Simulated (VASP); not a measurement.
Sb2Br4O:

```
Br O Sb
1.0
     0.00000    4.89288    0.00000
     4.89288    0.00000    0.00000
     2.44644    2.44644   -8.58166
Br O Sb
4 1 2
Direct
  0.32751 0.32751 0.34498
  0.67249 0.67249 0.65502
  0.50000 0.00000 0.00000
  0.00000 0.50000 0.00000
  0.50000 0.50000 0.00000
  0.13680 0.13680 0.72640
  0.86320 0.86320 0.27360
```

Base run:

- Program: VASP 6.6.1
- Functional: PBEsol
- Potentials or basis: VASP PAW PBE potentials, release 64 (Br, O, Sb)
- Cutoff: 520 eV
- k mesh: 4 × 4 × 4
- Occupations: methfessel-paxton, width 0.2699 eV
- Spin: no spin polarisation

Its results: band gap on the k mesh zero (bands 22 and 23 overlap by 1.13 eV); pressure -7.9 GPa; largest force 0.807 eV/Å.

Problem. The run is repeated on the same cell with these changes: functional from PBEsol to PBE; further incar settings from ALGO = Normal; EDIFF = 1e-07; NBANDS = 31 to ALGO = Normal; EDIFF = 1e-06; NBANDS = 31. What comes out?

Solution. Band gap on the k mesh zero (bands 22 and 23 overlap by 1.12 eV); pressure -5.5 GPa; largest force 0.898 eV/Å.

Caveats: the cell stands under tension; spin-orbit coupling is left out, which moves the levels of the heavy elements; the PAW data sets were made with another functional, which shifts forces and pressure a little (at least some runs).
